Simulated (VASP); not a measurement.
The system is As.

```
CELL_PARAMETERS angstrom
2.87000 0.00000 0.00000
0.00000 2.87000 0.00000
0.00000 0.00000 2.87000
ATOMIC_POSITIONS crystal
As 0.00000 0.00000 0.00000
```

```yaml
Program: VASP 6.6.1
Task: relaxation of cell and atoms
Functional: r2SCAN
Potentials_or_basis: VASP PAW PBE potentials, release 64 (As)
Cutoff: 600 eV
k_mesh: 7 × 7 × 7
Occupations: fermi-dirac, width 0.05 eV
Spin: no spin polarisation
```

At the start: pressure -10.6 GPa; volume 23.64 Å³/atom.

Task: Where does the relaxation end?

Result: Over 3 steps the energy falls by 149.0 meV/atom and the volume is 19.86 Å³/atom (-16.0 %); space group Pm-3m (No. 221, to 0.05 Å).

Step by step:
```tsv
step	energy change (eV)	largest force (eV/Å)	pressure (GPa)	volume (Å³)
1	0.0000	0.0000	-10.63	23.64
2	-0.1258	0.0000	6.61	18.67
3	-0.1490	0.0000	0.04	19.86
```

Final structure:
```
As
1.0
     2.70800    0.00000    0.00000
     0.00000    2.70800    0.00000
     0.00000    0.00000    2.70800
As
1
Direct
  0.00000 0.00000 0.00000
```

Caveat: the volume moved by over 15 % at a fixed basis, so the end points are rough; the PAW data sets were made with another functional, which shifts forces and pressure a little.
